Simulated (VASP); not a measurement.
# Al9O in VASP: a series of runs

The runs below take Al9O through single point, relaxation of the atoms, with PBE.

Everything below comes from runs of VASP 6.6.1. Logs are shortened: lines on timing, memory, paths and dates and some standing lists are left out, and cuts for length are marked.

**1. The cell of the first run**

The cell holds a slab with vacuum, 10 atoms: a = 2.854 Å, b = 9.806 Å, c = 20.290 Å, α = 90.00°, β = 90.00°, γ = 98.37°.

**2. Single point, PBE**

Input file INCAR:

```
SYSTEM = Al9O
ALGO     = Normal         ! electronic algorithm
DIPOL    = 0.5 0.5 0.332
EDIFF    = 1E-6           ! SCF threshold, eV
ENCUT    = 520            ! plane-wave cutoff, eV
GGA      = PE             ! functional
GGA_COMPAT= .FALSE.      
IDIPOL   = 3            
ISIF     = 2              ! what is computed and relaxed
ISMEAR   = 0              ! smearing method
LASPH    = .TRUE.         ! aspherical terms in the spheres
LCHARG   = .TRUE.         ! write CHGCAR
LDIPOL   = .TRUE.       
LELF     = .TRUE.         ! ELF
LREAL    = .FALSE.        ! projectors in reciprocal space
LVACPOTAV= .TRUE.       
LVHAR    = .TRUE.       
LWAVE    = .FALSE.        ! write WAVECAR
NBANDS   = 28             ! bands
NELM     = 120            ! most SCF steps
NELMDL   = -8           
PREC     = Accurate       ! precision mode
SIGMA    = 0.1            ! smearing width, eV
```

Input file KPOINTS:

```
k-points
0
G
  9 3 1
  0 0 0
```

Input file POSCAR:

```
Al9O
1.0
    2.8535431553      0.0000000000      0.0000000000
   -1.4267715776      9.7014842380      0.0000000000
    0.0000000000      0.0000000000     20.2903703519
Al O
9 1
Direct
    0.5324432082      0.0648864163      0.1971378506
    0.6709612116      0.3419224231      0.2462112388
    0.2986648122      0.5973296244      0.2560259164
    0.9263684129      0.8527368258      0.2658405940
    0.0639544186      0.1277109169      0.3154271774
    0.1995835202      0.4042231294      0.3707799915
    0.8288001075      0.6596656514      0.3785021758
    0.4526153831      0.9110819252      0.3874246337
    0.5924854486      0.1814072004      0.4332286794
    0.5924854486      0.9314072004      0.4668856000
```

Potentials or basis: VASP PAW PBE potentials, release 64 (Al, O).

The run is started by

```console
$ cat potpaw_PBE.64/Al/POTCAR potpaw_PBE.64/O/POTCAR > POTCAR
$ mpirun -np 1 vasp_std > vasp.out
```

OUTCAR:

```text
SYSTEM = Al9O
   EDIFF = 1E-6
   ENCUT = 520
   GGA = PE
   ISIF = 2
   ISMEAR = 0
   LASPH = .TRUE.
   LREAL = .FALSE.
   NELM = 120
   NELMDL = -8
   PREC = Accurate

 ion  position               nearest neighbor table
   1  0.532  0.065  0.197-   5 2.86   5 2.86   4 2.87   4 2.87   2 2.87
   2  0.671  0.342  0.246-   3 2.87   3 2.87   1 2.87   5 2.89   5 2.89   6 2.96   6 2.97
   3  0.299  0.597  0.256-   2 2.87   2 2.87   4 2.87   4 2.87   7 2.93   7 2.93   6 2.99
   4  0.926  0.853  0.266-   5 2.85   1 2.87   1 2.87   3 2.87   3 2.87   8 2.90   8 2.91   7 2.96

   5  0.064  0.128  0.315-   9 2.83   9 2.83   4 2.85   1 2.86   1 2.86   2 2.89   2 2.89   6 2.91
                             8 2.93   8 2.93
   6  0.200  0.404  0.371-   7 2.86   7 2.87   9 2.88   9 2.89   5 2.91   2 2.96   2 2.97   3 2.99

   7  0.829  0.660  0.379-   8 2.83   8 2.83   6 2.86   6 2.87   3 2.93   3 2.93   4 2.96
   8  0.453  0.911  0.387-  10 1.67   9 2.78   7 2.83   7 2.83   4 2.90   4 2.91   5 2.93   5 2.93

   9  0.592  0.181  0.433-  10 2.54   8 2.78   5 2.83   5 2.83   6 2.88   6 2.89
  10  0.592  0.931  0.467-   8 1.67   9 2.54

  LATTYP: Found a base centered orthorhombic cell.
 ALAT       =     2.8535431553
 B/A-ratio  =     6.7996057603
 C/A-ratio  =     7.1105882223

  Lattice vectors:

 A1 = (   1.4267715776,  -9.7014842380,   0.0000000000)
 A2 = (   1.4267715777,   9.7014842380,   0.0000000000)
 A3 = (   0.0000000000,   0.0000000000,  20.2903703519)

Analysis of symmetry for initial positions (statically):
=====================================================================
 Subroutine PRICEL returns:
 Original cell was already a primitive cell.

 Routine SETGRP: Setting up the symmetry group for a
 base centered orthorhombic supercell.

 Subroutine GETGRP returns: Found  1 space group operations
 (whereof  1 operations were pure point group operations)
 out of a pool of  8 trial point group operations.

The static configuration has the point symmetry C_1 .

Analysis of symmetry for dynamics (positions and initial velocities):
=====================================================================
 Subroutine PRICEL returns:
 Original cell was already a primitive cell.

 Routine SETGRP: Setting up the symmetry group for a
 base centered orthorhombic supercell.

 Subroutine GETGRP returns: Found  1 space group operations
 (whereof  1 operations were pure point group operations)
 out of a pool of  8 trial point group operations.

The dynamic configuration has the point symmetry C_1 .

 Subroutine INISYM returns: Found  1 space group operations
 (whereof  1 operations are pure point group operations),
 and found     1 'primitive' translations

----------------------------------------------------------------------------------------

                                     Primitive cell

  volume of cell :     561.7106

  direct lattice vectors                    reciprocal lattice vectors
     2.853543155  0.000000000  0.000000000     0.350441520  0.051538506  0.000000000
    -1.426771578  9.701484238  0.000000000     0.000000000  0.103077011  0.000000000
     0.000000000  0.000000000 20.290370352     0.000000000  0.000000000  0.049284463

  length of vectors
     2.853543155  9.805838748 20.290370352     0.354211062  0.103077011  0.049284463

  position of ions in fractional coordinates (direct lattice)
     0.532443208  0.064886416  0.197137851
     0.670961212  0.341922423  0.246211239
     0.298664812  0.597329624  0.256025916
     0.926368413  0.852736826  0.265840594
     0.063954419  0.127710917  0.315427177
     0.199583520  0.404223129  0.370779992
     0.828800108  0.659665651  0.378502176
     0.452615383  0.911081925  0.387424634
     0.592485449  0.181407200  0.433228679
     0.592485449  0.931407200  0.466885600

  ion indices of the primitive-cell ions
   primitive index   ion index
                 1           1
                 2           2
                 3           3
                 4           4
                 5           5
                 6           6
                 7           7
                 8           8
                 9           9
                10          10
[... 38 lines left out ...]
|                                                                             |
 -----------------------------------------------------------------------------

 WARNING: IBZKPT: internal override: KBLOWUP is changed to .FALSE.
      ... skipping the blow-up phase ...

 Subroutine IBZKPT returns following result:
 ===========================================

 Found     14 irreducible k-points:

 Following reciprocal coordinates:
            Coordinates               Weight
  0.000000  0.000000  0.000000      1.000000
  0.111111 -0.000000  0.000000      2.000000
  0.222222 -0.000000  0.000000      2.000000
  0.333333 -0.000000  0.000000      2.000000
  0.444444 -0.000000  0.000000      2.000000
  0.000000  0.333333  0.000000      2.000000
  0.111111  0.333333  0.000000      2.000000
  0.222222  0.333333  0.000000      2.000000
  0.333333  0.333333  0.000000      2.000000
  0.444444  0.333333  0.000000      2.000000
 -0.444444  0.333333  0.000000      2.000000
 -0.333333  0.333333  0.000000      2.000000
 -0.222222  0.333333  0.000000      2.000000
 -0.111111  0.333333  0.000000      2.000000
   k-points           NKPTS =     14   k-points in BZ     NKDIM =     14   number of bands    NBANDS=     28
   number of dos      NEDOS =    301   number of ions     NIONS =     10
   total plane-waves  NPLWV = 307200
   dimension x,y,z NGX =    24 NGY =   80 NGZ =  160
   dimension x,y,z NGXF=    48 NGYF=  160 NGZF=  320
   ions per type =               9   1
   NGX,Y,Z   is equivalent  to a cutoff of  13.98, 13.56, 13.11 a.u.
   NGXF,Y,Z  is equivalent  to a cutoff of  27.96, 27.13, 26.22 a.u.
 SYSTEM =  Al9O
   PREC   = accura    normal or accurate (medium, high low for compatibility)
   ISTART =      0    job   : 0-new  1-cont  2-samecut
   ICHARG =      2    charge: 1-file 2-atom 10-const
   ISPIN  =      1    spin polarized calculation?
   LNONCOLLINEAR =      F non collinear calculations
   LSORBIT =      F    spin-orbit coupling
   LASPH  =      T    aspherical Exc in radial PAW
   ENCUT  =  520.0 eV  38.22 Ry    6.18 a.u.   5.31 18.23 37.73*2*pi/ulx,y,z
   NELM   =    120;   NELMIN=  2; NELMDL= -8     # of ELM steps
   EDIFF  = 0.1E-05   stopping-criterion for ELM
   LREAL  =      F    real-space projection
   EDIFFG = 0.1E-04   stopping-criterion for IOM
   NSW    =      0    number of steps for IOM
   IBRION =     -1    ionic relax: 0-MD 1-quasi-New 2-CG
   NFREE  =      0    steps in history (QN), initial steepest desc. (CG)
   ISIF   =      2    stress and relaxation
   ISYM   =      2    0-nonsym 1-usesym 2-fastsym
   POTIM  = 0.5000    time-step for ionic-motion
   TEBEG  =    0.0;   TEEND  =   0.0 temperature during run
   PSTRESS=    0.0 pullay stress
   NELECT =      33.0000    total number of electrons
   NUPDOWN=      -1.0000    fix difference up-down
   EMIN   =  10.00;   EMAX   =-10.00  energy-range for DOS
   EFERMI =   0.00;   METHOD = LEGACY
   ISMEAR =     0;   SIGMA  =   0.10  broadening in eV -4-tet -1-fermi 0-gaus
   EFERMI_NEDOS =   21; number of points for ismear=-14 and -15
   IALGO  =     38    algorithm
   IMIX   =      4    mixing-type and parameters
     AMIX     =   0.40;   BMIX     =  1.00
     AMIX_MAG =   1.60;   BMIX_MAG =  1.00
  volume/ion in A,a.u.               =      56.17       379.06
  Fermi-wavevector in a.u.,A,eV,Ry     =   0.636417  1.202654  5.510726  0.405027
  Thomas-Fermi vector in A             =   1.701081
   LORBIT       =      0    0 simple, 1 ext, 2 COOP (PROOUT), +10 PAW based schemes
   GGA     = PE    functional components
   LHFCALC =     F    Hartree Fock is set to
   AEXX    =    0.0000 exact exchange contribution
   IVDW    =     0    specifies the selected vdW correction
   LEPSILON=     F    determine dielectric tensor
   LRPA    =     F    only Hartree local field effects (RPA)
 non-spin polarized calculation
 Gauss-broadening in eV      SIGMA  =   0.10
  energy-cutoff  :      520.00
  volume of cell :      561.71
 maximum number of plane-waves:     15170
 NGX is ok and might be reduce to    24
   NGX = 11   NGY = 37   NGZ = 75

 dipolmoment           0.000000      0.000000     -0.012028 electrons x Angstroem

 number of electron      32.9999995 magnetization

 dipolmoment           0.000000      0.000000      0.213264 electrons x Angstroem

 Free energy of the ion-electron system (eV)
  ---------------------------------------------------
  ext. energy  EPLUGINS =         0.00000000
  ---------------------------------------------------
  free energy    TOTEN  =       -37.26097098 eV

  energy without entropy =      -37.24348759  energy(sigma->0) =      -37.25222929

 E-fermi :  -1.3855     XC(G=0):  -3.7978

 val. band max:       -1.4073014290   @ k =   0.3333   0.3333   0.0000
 cond. band min:      -1.3164973983   @ k =   0.2222   0.3333   0.0000
 fundamental gap:      0.0908040307
 Fermi energy:        -1.3855076005

 k-point     1 :       0.0000    0.0000    0.0000
  band No.  band energies     occupation
      1     -18.3278      2.00000
      2     -11.3275      2.00000
      3      -9.8494      2.00000
      4      -9.7029      2.00000
      5      -8.8922      2.00000
      6      -7.2839      2.00000
[... 423 lines left out ...]
     27       3.2698      0.00000
     28       3.3578      0.00000

------------------------ aborting loop because EDIFF is reached ----------------------------------------

  FORCE on cell =-STRESS in cart. coord.  units (eV):
  Direction    XX          YY          ZZ          XY          YZ          ZX
  --------------------------------------------------------------------------------------
  -------------------------------------------------------------------------------------
  Total       -5.2751176     -7.1962654      1.2880883      1.5090891      1.7040885      0.8334336
  in kB      -15.0463141    -20.5260391      3.6740377      4.3044023      4.8606027      2.3772178
  external PRESSURE =     -10.6327719 kB  Pullay stress =       0.0000000 kB

 VOLUME and BASIS-vectors are now :
 -----------------------------------------------------------------------------
  energy-cutoff  :      520.00
  volume of cell :      561.71
      direct lattice vectors                 reciprocal lattice vectors
     2.853543155  0.000000000  0.000000000     0.350441520  0.051538506  0.000000000
    -1.426771578  9.701484238  0.000000000     0.000000000  0.103077011  0.000000000
     0.000000000  0.000000000 20.290370352     0.000000000  0.000000000  0.049284463

 POSITION                                       TOTAL-FORCE (eV/Angst)
 -----------------------------------------------------------------------------------
      1.42677      0.62949      4.00000        -0.009358      0.105754     -0.070638
      1.42677      3.31715      4.99572        -0.026438      0.117306     -0.014824
      0.00000      5.79498      5.19486        -0.027179     -0.081529     -0.047372
      1.42677      8.27281      5.39400         0.041533     -0.177479     -0.041904
      0.00028      1.23899      6.40013         0.067725     -0.032908      0.007712
     -0.00721      3.92156      7.52326         0.008605      0.317005      0.016063
      1.42382      6.39974      7.67995         0.002768     -0.347228     -0.036763
     -0.00835      8.83885      7.86099        -0.677391     -0.531393     -0.594483
      1.43186      1.75992      8.79037         0.213402     -1.132555      0.715906
      0.36178      9.03603      9.47328         0.406332      1.763027      0.066303
 -----------------------------------------------------------------------------------
    total drift:                               -0.000026      0.000026     -0.000598

  FREE ENERGIE OF THE ION-ELECTRON SYSTEM (eV)
  ---------------------------------------------------
  free  energy   TOTEN  =       -37.2609709765 eV

  energy  without entropy=      -37.2434875944  energy(sigma->0) =      -37.25222929

 vacuum level on the upper side and lower side of the slab         4.282         2.887
```

It took 12 min on 1 thread of Intel Xeon Platinum 8488C (Sapphire Rapids), shared host; peak memory 0.68 GiB.

Results:

```yaml
Free_energy: -37.2610 eV
Largest_force: 1.810 eV/Å
Band_gap_on_the_k_mesh: zero (an odd number of electrons rules out a gap without spin polarisation)
```

Forces on the atoms (eV/Å):
```
Al  -0.009  0.106 -0.071
Al  -0.026  0.117 -0.015
Al  -0.027 -0.082 -0.047
Al   0.042 -0.177 -0.042
Al   0.068 -0.033  0.008
Al   0.009  0.317  0.016
Al   0.003 -0.347 -0.037
Al  -0.677 -0.531 -0.594
Al   0.213 -1.133  0.716
O    0.406  1.763  0.066
```

Levels at points of the mesh, in eV from the Fermi level:
```tsv
k point	band 14	band 15	band 16	band 17	band 18	band 19	band 20	band 21
(0.00, 0.00, 0.00)	-1.53	-1.26	-0.34	-0.17	0.36	1.67	2.21	2.40
```

**3. Relaxation of the atoms, PBE**

Input file INCAR:

```
PREC     = Accurate       # precision mode
ENCUT    = 520            # plane-wave cutoff, eV
EDIFF    = 1E-7           # SCF threshold, eV
ISMEAR   = 0              # smearing method
SIGMA    = 0.1            # smearing width, eV
LREAL    = F              # projectors in reciprocal space
LASPH    = T              # aspherical terms in the spheres
NELM     = 120            # most SCF steps
ALGO     = Normal         # electronic algorithm
ISIF     = 2              # what is computed and relaxed
LWAVE    = F              # write WAVECAR
LCHARG   = F              # write CHGCAR
LDIPOL   = T            
IDIPOL   = 3            
DIPOL    = 0.5 0.5 0.328
GGA      = PE             # functional
IBRION   = 2              # ionic algorithm
NSW      = 36             # ionic steps
EDIFFG   = -0.025         # ionic threshold
GGA_COMPAT= F            
NELMIN   = 4            
NELMDL   = -8
```

Input file KPOINTS:

```
regular mesh
0
Gamma
  9 3 1
```

Input file POSCAR:

```
Al9O
1.0
    2.8535431553      0.0000000000      0.0000000000
   -1.4267715776      9.7014842380      0.0000000000
    0.0000000000      0.0000000000     20.2903703519
Al O
9 1
Selective dynamics
Direct
    0.5324432082      0.0648864163      0.1971378506  F F F
    0.6709612116      0.3419224231      0.2462112388  F F F
    0.2986648122      0.5973296244      0.2560259164  F F F
    0.9263684129      0.8527368258      0.2658405940  F F F
    0.0639544186      0.1277109169      0.3154271774  F F F
    0.1995835202      0.4042231294      0.3707799915  F F F
    0.8288001075      0.6596656514      0.3785021758  F F F
    0.4526153831      0.9110819252      0.3874246337  F F F
    0.5924854486      0.1814072004      0.4332286794  F F F
    0.8424854486      0.4314072004      0.4334425743  F F T
```

Potentials or basis: VASP PAW PBE potentials, release 64 (Al, O).

The run is started by

```console
$ cat potpaw_PBE.64/Al/POTCAR potpaw_PBE.64/O/POTCAR > POTCAR
$ mpirun -np 1 vasp_std > vasp.out
```

OUTCAR:

```text
PREC = Accurate
   ENCUT = 520
   EDIFF = 1E-7
   ISMEAR = 0
   LREAL = F
   LASPH = T
   NELM = 120
   ISIF = 2
   GGA = PE
   IBRION = 2
   NSW = 36
   EDIFFG = -0.025
   NELMIN = 4
   NELMDL = -8

 ion  position               nearest neighbor table
   1  0.532  0.065  0.197-   5 2.86   5 2.86   4 2.87   4 2.87   2 2.87
   2  0.671  0.342  0.246-   3 2.87   3 2.87   1 2.87   5 2.89   5 2.89   6 2.96   6 2.97
   3  0.299  0.597  0.256-   2 2.87   2 2.87   4 2.87   4 2.87   7 2.93   7 2.93   6 2.99
   4  0.926  0.853  0.266-   5 2.85   1 2.87   1 2.87   3 2.87   3 2.87   8 2.90   8 2.91   7 2.96

   5  0.064  0.128  0.315-   9 2.83   9 2.83   4 2.85   1 2.86   1 2.86   2 2.89   2 2.89   6 2.91
                             8 2.93   8 2.93
   6  0.200  0.404  0.371-  10 1.67  10 2.22   7 2.86   7 2.87   9 2.88   9 2.89   5 2.91   2 2.96
                             2 2.97   3 2.99
   7  0.829  0.660  0.379-  10 2.51   8 2.83   8 2.83   6 2.86   6 2.87   3 2.93   3 2.93   4 2.96

   8  0.453  0.911  0.387-   9 2.78   7 2.83   7 2.83   4 2.90   4 2.91   5 2.93   5 2.93
[... 647 lines left out ...]

 vacuum level on the upper side and lower side of the slab       (xc-potential included)         0.133        -0.366

  FORCE on cell =-STRESS in cart. coord.  units (eV):
  Direction    XX          YY          ZZ          XY          YZ          ZX
  --------------------------------------------------------------------------------------
  -------------------------------------------------------------------------------------
  Total       -5.4746839     -5.5038362     -0.1159925     -1.0075619      0.1268916     -3.2499628
  in kB      -15.6155407    -15.6986925     -0.3308477     -2.8738871      0.3619352     -9.2699281
  external PRESSURE =     -10.5483603 kB  Pullay stress =       0.0000000 kB

 VOLUME and BASIS-vectors are now :
 -----------------------------------------------------------------------------
  energy-cutoff  :      520.00
  volume of cell :      561.71
      direct lattice vectors                 reciprocal lattice vectors
     2.853543155  0.000000000  0.000000000     0.350441520  0.051538506  0.000000000
    -1.426771578  9.701484238  0.000000000     0.000000000  0.103077011  0.000000000
     0.000000000  0.000000000 20.290370352     0.000000000  0.000000000  0.049284463

 POSITION                                       TOTAL-FORCE (eV/Angst)
 -----------------------------------------------------------------------------------
      1.42677      0.62949      4.00000        -0.018656      0.111761      0.049114
      1.42677      3.31715      4.99572        -0.048673      0.156132      0.001492
      0.00000      5.79498      5.19486         0.041240     -0.227624      0.167225
      1.42677      8.27281      5.39400        -0.015107     -0.199959     -0.066691
      0.00028      1.23899      6.40013         0.041508      0.245011      0.118879
     -0.00721      3.92156      7.52326         2.457875     -0.176303     -0.850017
      1.42382      6.39974      7.67995         0.172321      0.085399      0.205572
     -0.00835      8.83885      7.86099         0.003864     -0.230821      0.035540
      1.43186      1.75992      8.79037         0.181600      0.218181      0.332375
      1.78855      4.18529      8.79732        -2.815973      0.018222      0.006511
 -----------------------------------------------------------------------------------
    total drift:                               -0.000080      0.000120      0.000939

  FREE ENERGIE OF THE ION-ELECTRON SYSTEM (eV)
  ---------------------------------------------------
  free  energy   TOTEN  =       -38.4086079677 eV

  energy  without entropy=      -38.3917982094  energy(sigma->0) =      -38.40020309

 reached required accuracy - stopping structural energy minimisation

 vacuum level on the upper side and lower side of the slab         3.599         3.087
```

It took 3.9 min on 1 thread of Intel Xeon 6975P-C (Granite Rapids), shared host; peak memory 0.74 GiB.

Results:

| Quantity | Value |
| --- | --- |
| Free energy | -38.4086 eV |
| Energy gained by relaxing | 0.0 meV/atom |
| Ionic steps | 2 |
| Band gap on the k mesh | zero (an odd number of electrons rules out a gap without spin polarisation) |

Final structure:
```xyz
10
Lattice="2.8535 0.0000 0.0000 -1.4268 9.7015 0.0000 0.0000 0.0000 20.2904" Properties=species:S:1:pos:R:3 pbc="T T T"
Al    1.4268    0.6295    4.0000
Al    1.4268    3.3172    4.9957
Al    0.0000    5.7950    5.1949
Al    1.4268    8.2728    5.3940
Al    0.0003    1.2390    6.4001
Al   -0.0072    3.9216    7.5233
Al    1.4238    6.3997    7.6799
Al   -0.0083    8.8388    7.8610
Al    1.4319    1.7599    8.7904
O     1.7885    4.1853    8.7973
```

Levels at points of the mesh, in eV from the Fermi level:
| k point | band 13 | band 14 | band 15 | band 16 | band 17 | band 18 | band 19 | band 20 | band 21 | band 22 |
| --- | --- | --- | --- | --- | --- | --- | --- | --- | --- | --- |
| (0.00, 0.00, 0.00) | -2.63 | -2.02 | -1.70 | -1.38 | -0.14 | 0.48 | 1.23 | 2.18 | 2.55 | 2.90 |

The gap in the log of VASP goes by the Fermi energy; the results here count the filled bands.